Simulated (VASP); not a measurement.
A run of VASP 6.6.1 is set up as follows.

File INCAR:

```
SYSTEM = Ge4H
PREC = Accurate ; ENCUT = 520
EDIFF = 1E-6 ; ISMEAR = 0
SIGMA = 0.1 ; LREAL = .FALSE.
LASPH = .TRUE. ; NELM = 80
ALGO = Normal ; ISIF = 2
LWAVE = .FALSE. ; LCHARG = .TRUE.
LDIPOL = .TRUE. ; IDIPOL = 3
DIPOL = 0.5 0.5 0.328 ; GGA = PE
IVDW = 12 ; LELF = .TRUE.
LVHAR = .TRUE. ; LVACPOTAV = .TRUE.
NBANDS = 36
```

File KPOINTS:

```
regular mesh
0
G
  7 7 1
  0 0 0
```

File POSCAR:

```
Ge4H
1.0
    4.0303587907      0.0000000000      0.0000000000
    0.0000000000      4.0303587907      0.0000000000
    0.0000000000      0.0000000000     21.6416627718
Ge H
4 1
Direct
    0.0000000000      0.5000000000      0.1848286817
    0.0000000000      0.0000000000      0.2506714513
    0.5000000000      0.0000000000      0.3196569899
    0.5000000000      0.5000000000      0.3854446333
    0.7500000000      0.7500000000      0.5009625594
```

Potentials or basis: VASP PAW PBE potentials, release 64 (Ge_d, H).

Launch:

```sh
$ cat potpaw_PBE.64/Ge_d/POTCAR potpaw_PBE.64/H/POTCAR > POTCAR
$ mpirun -np 1 vasp_std > vasp.out
```

(1) What does it give for the largest force?

(2) Predict the band gap on the k mesh.

(3) Predict the dispersion energy per atom.

## Answers

(1) 1.305 eV/Å.

(2) zero (an odd number of electrons rules out a gap without spin polarisation).

(3) -0.180 eV.

Caveat: an odd number of electrons without spin polarisation forces a metal; a magnetic or distorted state may lie lower.
